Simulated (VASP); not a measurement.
# Ba (Im-3m) in VASP: elastic constants with PBEsol

Aim: the elastic constants of Ba with PBEsol.

Program: VASP 6.6.1. These are calculated values, not measurements. Logs are shortened: lines on timing, memory, paths and dates and some standing lists are left out, and cuts for length are marked.

## 1. The cell of the first run

Symmetry: Im-3m, No. 229, cubic system. Conventional cell: a = 4.891 Å, b = 4.891 Å, c = 4.891 Å, α = 90.00°, β = 90.00°, γ = 90.00°. Ba (site symmetry m-3m) has 14 Ba at 4.24 to 4.89 Å within 5.6 Å.

## 2. Elastic constants, PBEsol

Contents of INCAR:

```
PREC = Accurate ; ENCUT = 600
EDIFF = 1E-8 ; ISMEAR = -1
SIGMA = 0.15 ; LREAL = F
LASPH = T ; NELM = 80
ALGO = Normal ; ISIF = 3
LWAVE = F ; LCHARG = F
GGA = PS ; IBRION = 6
NFREE = 2 ; POTIM = 0.015
NSW = 1
```

Contents of KPOINTS:

```
regular mesh
0
Gamma
  12 12 12
```

Contents of POSCAR:

```
Ba
1.0
   -2.4453242975      2.4453242975      2.4453242975
    2.4453242975     -2.4453242975      2.4453242975
    2.4453242975      2.4453242975     -2.4453242975
Ba
1
Direct
    0.0000000000      0.0000000000      0.0000000000
```

Potentials or basis: VASP PAW PBE potentials, release 64 (Ba_sv).

The run is started by

```bash
> cat potpaw_PBE.64/Ba_sv/POTCAR > POTCAR
> mpirun -np 1 vasp_std > vasp.out
```

OUTCAR:

```text
PREC = Accurate
   ENCUT = 600
   EDIFF = 1E-8
   ISMEAR = -1
   LREAL = F
   LASPH = T
   NELM = 80
   ISIF = 3
   GGA = PS
   IBRION = 6
   NFREE = 2
   POTIM = 0.015
   NSW = 1

 ion  position               nearest neighbor table
   1  0.000  0.000  0.000-

  LATTYP: Found a body centered cubic cell.
 ALAT       =     4.8906485950

  Lattice vectors:

 A1 = (  -2.4453242975,   2.4453242975,   2.4453242975)
 A2 = (   2.4453242975,  -2.4453242975,   2.4453242975)
 A3 = (   2.4453242975,   2.4453242975,  -2.4453242975)

Analysis of symmetry for initial positions (statically):
=====================================================================
 Subroutine PRICEL returns:
 Original cell was already a primitive cell.

 Routine SETGRP: Setting up the symmetry group for a
 body centered cubic supercell.

 Subroutine GETGRP returns: Found 48 space group operations
 (whereof 48 operations were pure point group operations)
 out of a pool of 48 trial point group operations.

The static configuration has the point symmetry O_h .

Analysis of symmetry for dynamics (positions and initial velocities):
=====================================================================
 Subroutine PRICEL returns:
 Original cell was already a primitive cell.

 Routine SETGRP: Setting up the symmetry group for a
 body centered cubic supercell.

 Subroutine GETGRP returns: Found 48 space group operations
 (whereof 48 operations were pure point group operations)
 out of a pool of 48 trial point group operations.

The dynamic configuration has the point symmetry O_h .

 Subroutine INISYM returns: Found 48 space group operations
 (whereof 48 operations are pure point group operations),
 and found     1 'primitive' translations

----------------------------------------------------------------------------------------

                                     Primitive cell

  volume of cell :      58.4884

  direct lattice vectors                    reciprocal lattice vectors
    -2.445324298  2.445324298  2.445324298     0.000000000  0.204471857  0.204471857
     2.445324298 -2.445324298  2.445324298     0.204471857  0.000000000  0.204471857
     2.445324298  2.445324298 -2.445324298     0.204471857  0.204471857  0.000000000

  length of vectors
     4.235425924  4.235425924  4.235425924     0.289166873  0.289166873  0.289166873

  position of ions in fractional coordinates (direct lattice)
     0.000000000  0.000000000  0.000000000

  ion indices of the primitive-cell ions
   primitive index   ion index
                 1           1

----------------------------------------------------------------------------------------

 KPOINTS: regular mesh

Automatic generation of k-mesh.
 Grid dimensions read from file:
 generate k-points for:   12   12   12

 Generating k-lattice:

  Cartesian coordinates                     Fractional coordinates (reciprocal lattice)
     0.000000000  0.017039321  0.017039321     0.083333333  0.000000000  0.000000000
     0.017039321  0.000000000  0.017039321     0.000000000  0.083333333  0.000000000
     0.017039321  0.017039321  0.000000000     0.000000000  0.000000000  0.083333333
[... 97 lines left out ...]

 number of electron      10.0000000 magnetization

 number of electron       9.9999999 magnetization

 Free energy of the ion-electron system (eV)
  ---------------------------------------------------
  ext. energy  EPLUGINS =         0.00000000
  ---------------------------------------------------
  free energy    TOTEN  =        -2.19697460 eV

  energy without entropy =       -2.09136845  energy(sigma->0) =       -2.14417152

------------------------ aborting loop because EDIFF is reached ----------------------------------------

  FORCE on cell =-STRESS in cart. coord.  units (eV):
  Direction    XX          YY          ZZ          XY          YZ          ZX
  --------------------------------------------------------------------------------------
  -------------------------------------------------------------------------------------
  Total        0.0287384      0.0287384      0.0287384      0.0000000     -0.0000000     -0.0000000
  in kB        0.7872330      0.7872330      0.7872330      0.0000000     -0.0000000     -0.0000000
  external PRESSURE =       0.7872330 kB  Pullay stress =       0.0000000 kB
[... 86 lines left out ...]
  FREE ENERGIE OF THE ION-ELECTRON SYSTEM (eV)
  ---------------------------------------------------
  free  energy   TOTEN  =        -2.1960234149 eV

  energy  without entropy=       -2.0913281539  energy(sigma->0) =       -2.14367578

[... ionic steps 4 to 12 ...]

--------------------------------------- Ionic step       13  -------------------------------------------

 number of electron      10.0000000 magnetization

------------------------ aborting loop because EDIFF is reached ----------------------------------------
[... 65 lines left out ...]
--------------------------------------- Ionic step       15  -------------------------------------------

 number of electron      10.0000000 magnetization

 Free energy of the ion-electron system (eV)
  ---------------------------------------------------
  ext. energy  EPLUGINS =         0.00000000
  ---------------------------------------------------
  free energy    TOTEN  =        -2.19697509 eV

  energy without entropy =       -2.09136884  energy(sigma->0) =       -2.14417196

 E-fermi :   1.8092     XC(G=0):  -7.7505

 val. band max:        1.8091805859   @ k =  -0.3333   0.4167   0.2500
 cond. band min:       1.8344899409   @ k =   0.2500   0.1667   0.1667
 fundamental gap:      0.0253093551
 Fermi energy:         1.8092017447

 k-point     1 :       0.0000    0.0000    0.0000
  band No.  band energies     occupation
      1     -26.9418      2.00000
      2     -11.8255      2.00000
      3     -11.8255      2.00000
      4     -11.8255      2.00000
      5      -1.0160      2.00000
      6       3.6816      0.00001
      7       3.6816      0.00001
      8       3.6816      0.00001
      9       5.2219      0.00000
[... 265 lines left out ...]
 k-point    24 :       0.4167    0.0833    0.0833
  band No.  band energies     occupation
      1     -26.8802      2.00000
      2     -12.3771      2.00000
      3     -12.0414      2.00000
      4     -11.8702      2.00000
      5       1.1305      1.97855
      6       2.3701      0.04645
      7       3.0844      0.00041
      8       5.3455      0.00000
      9       5.8635      0.00000

 [... further k-points ...]

------------------------ aborting loop because EDIFF is reached ----------------------------------------

  FORCE on cell =-STRESS in cart. coord.  units (eV):
  Direction    XX          YY          ZZ          XY          YZ          ZX
  --------------------------------------------------------------------------------------
  -------------------------------------------------------------------------------------
  Total        0.0286832      0.0286832      0.0286832     -0.0000000     -0.0000000      0.0000000
  in kB        0.7857212      0.7857212      0.7857212     -0.0000000     -0.0000000      0.0000000
  external PRESSURE =       0.7857212 kB  Pullay stress =       0.0000000 kB
[... 16 lines left out ...]
  FREE ENERGIE OF THE ION-ELECTRON SYSTEM (eV)
  ---------------------------------------------------
  free  energy   TOTEN  =        -2.1969750873 eV

  energy  without entropy=       -2.0913688407  energy(sigma->0) =       -2.14417196

 INTERNAL STRAIN TENSORS FROM STRAINED CELLS
 ============================================

 INTERNAL STRAIN TENSOR FOR ION    1 for displacements in x,y,z  (eV/Angst):
          X           Y           Z          XY          YZ          ZX
  --------------------------------------------------------------------------------
  x    -0.00000     0.00000     0.00000     0.00000     0.00000    -0.00000
  y    -0.00000     0.00000    -0.00000    -0.00000     0.00000     0.00000
  z     0.00000    -0.00000     0.00000    -0.00000     0.00000     0.00000

 INTERNAL STRAIN TENSORS FROM DISPLACED ATOMS
 ============================================

 INTERNAL STRAIN TENSOR FOR ION    1 for displacements in x,y,z  (eV/Angst):
          X           Y           Z          XY          YZ          ZX
  --------------------------------------------------------------------------------
  x     0.00000     0.00000     0.00000     0.00000     0.00000     0.00000
  y     0.00000     0.00000     0.00000     0.00000     0.00000     0.00000
  z     0.00000     0.00000     0.00000     0.00000     0.00000     0.00000

 Eigenvectors and eigenvalues of the dynamical matrix
 ----------------------------------------------------

   1 f/i=    0.000000 THz     0.000000 2PiTHz    0.000000 cm-1     0.000000 meV
             X         Y         Z           dx          dy          dz
      0.000000  0.000000  0.000000     1.000000    0.000000    0.000000

   2 f/i=    0.000000 THz     0.000000 2PiTHz    0.000000 cm-1     0.000000 meV
             X         Y         Z           dx          dy          dz
      0.000000  0.000000  0.000000     0.000000    1.000000    0.000000

   3 f/i=    0.000000 THz     0.000000 2PiTHz    0.000000 cm-1     0.000000 meV
             X         Y         Z           dx          dy          dz
      0.000000  0.000000  0.000000     0.000000    0.000000    1.000000

--------------------------------------------------------------------------------------------------------

 ELASTIC MODULI CONTR FROM IONIC RELAXATION (kBar)
 Direction    XX          YY          ZZ          XY          YZ          ZX
 --------------------------------------------------------------------------------
 XX           0.0000      0.0000      0.0000      0.0000      0.0000      0.0000
 YY           0.0000      0.0000      0.0000      0.0000      0.0000      0.0000
 ZZ           0.0000      0.0000      0.0000      0.0000      0.0000      0.0000
 XY           0.0000      0.0000      0.0000      0.0000      0.0000      0.0000
 YZ           0.0000      0.0000      0.0000      0.0000      0.0000      0.0000
 ZX           0.0000      0.0000      0.0000      0.0000      0.0000      0.0000
 --------------------------------------------------------------------------------

 TOTAL ELASTIC MODULI (kBar)
 Direction    XX          YY          ZZ          XY          YZ          ZX
 --------------------------------------------------------------------------------
 XX         121.4415     77.7412     77.7412     -0.0000     -0.0000     -0.0000
 YY          77.7412    121.4415     77.7412      0.0000     -0.0000      0.0000
 ZZ          77.7412     77.7412    121.4415     -0.0000      0.0000      0.0000
 XY          -0.0000      0.0000     -0.0000    107.4410      0.0000      0.0000
 YZ          -0.0000     -0.0000      0.0000      0.0000    107.4410      0.0000
 ZX          -0.0000      0.0000      0.0000      0.0000      0.0000    107.4410
 --------------------------------------------------------------------------------
```

It took 11 min on 1 thread of Intel Xeon 6975P-C (Granite Rapids), shared host; peak memory 0.63 GiB.

What came out:

* Elastic constants C11, C12, C44: 12, 8, 11 GPa
* Voigt bulk modulus: 9 GPa

Elastic tensor in Voigt notation (GPa, in the Cartesian axes of the cell as first typed):
```
12  8  8  0  0  0
 8 12  8  0  0  0
 8  8 12  0  0  0
 0  0  0 11  0  0
 0  0  0  0 11  0
 0  0  0  0  0 11
```

Clamped-ion elastic tensor (GPa):
```
12  8  8  0  0  0
 8 12  8  0  0  0
 8  8 12  0  0  0
 0  0  0 11  0  0
 0  0  0  0 11  0
 0  0  0  0  0 11
```

Caveat: the PAW data sets were made with another functional, which shifts forces and pressure a little; spin-orbit coupling is left out, which moves the levels of the heavy elements.
